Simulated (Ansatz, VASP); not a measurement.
## In2Sb3 in VASP and in Ansatz

The input INCAR:

```
SYSTEM = In2Sb3
PREC     = Accurate       ! precision mode
ENCUT    = 600            ! plane-wave cutoff, eV
EDIFF    = 1E-6           ! SCF threshold, eV
ISMEAR   = 0              ! smearing method
SIGMA    = 0.1            ! smearing width, eV
LREAL    = .False.        ! projectors in reciprocal space
LASPH    = .True.         ! aspherical terms in the spheres
NELM     = 60             ! most SCF steps
ALGO     = Normal         ! electronic algorithm
ISIF     = 3              ! what is computed and relaxed
LWAVE    = .False.        ! write WAVECAR
LCHARG   = .False.        ! write CHGCAR
GGA      = PE             ! functional
IBRION   = 2              ! ionic algorithm
NSW      = 90             ! ionic steps
EDIFFG   = -0.04          ! ionic threshold
```

The input KPOINTS:

```
Automatic mesh
0
Gamma
  4 4 4
  0 0 0
```

Contents of POSCAR:

```
In2Sb3
1.0
    5.4043677200      0.0000000000      0.0000000000
    0.0000000000      5.4043677200      0.0000000000
    0.0000000000      0.0000000000      5.4043677200
In Sb
2 3
Direct
    0.0000000000      0.0000000000      0.0000000000
    0.5000000000      0.5000000000      0.5000000000
    0.5000000000      0.0000000000      0.0000000000
    0.0000000000      0.5000000000      0.0000000000
    0.0000000000      0.0000000000      0.5000000000
```

Input for Ansatz:

```yaml
crystal:
  lattice:
    - [5.40436772, 0.0, 0.0]
    - [0.0, 5.40436772, 0.0]
    - [0.0, 0.0, 5.40436772]
  atoms:
    - { symbol: In, position: [0.0, 0.0, 0.0] }
    - { symbol: In, position: [0.5, 0.5, 0.5] }
    - { symbol: Sb, position: [0.5, 0.0, 0.0] }
    - { symbol: Sb, position: [0.0, 0.5, 0.0] }
    - { symbol: Sb, position: [0.0, 0.0, 0.5] }
basis:
  ecutwfc: 420
kpoints:
  mp_grid: { grid: [4, 4, 4] }
hamiltonian:
  xc: pbe
scf:
  occupations: { method: gaussian, width: 0.1 }
  lower_state_search: "off"
output:
  forces: true
  stress: true
  eigenvalues: true
relax:
  adjacent_minimum: "off"
  f_tol: 0.04
  max_steps: 70
  cell: { stress_tol: 0.4 }
```

Alike in both runs: task relaxation of cell and atoms; functional PBE; k mesh 4 × 4 × 4; occupations gaussian, width 0.1 eV; no spin polarisation.

```csv
,VASP,Ansatz
version,VASP 6.6.1,Ansatz 0.2.0
potentials or method,"VASP PAW PBE potentials, release 64 (In_d, Sb), cutoff 600 eV","scalar-relativistic, plane waves, PAW"
valence electrons in the cell,41,71
```

|  | VASP | Ansatz | Ansatz less VASP |
| --- | --- | --- | --- |
| gap on the k mesh at the Fermi level, each at its own relaxed structure (eV) | none | none | - |
| relaxed volume (Å³/atom) | 36.30 | 36.50 | +0.208 |
| relaxed cell length with the largest relative difference (Å) | 5.662 | 5.672 | +0.0108 |

A gap of «none» marks a metal or a gap that the smearing closes. VASP's potentials hold 41 valence electrons a cell and Ansatz's 71, so a difference there can come from the potentials and not from the codes.

Spin-orbit coupling is off throughout.
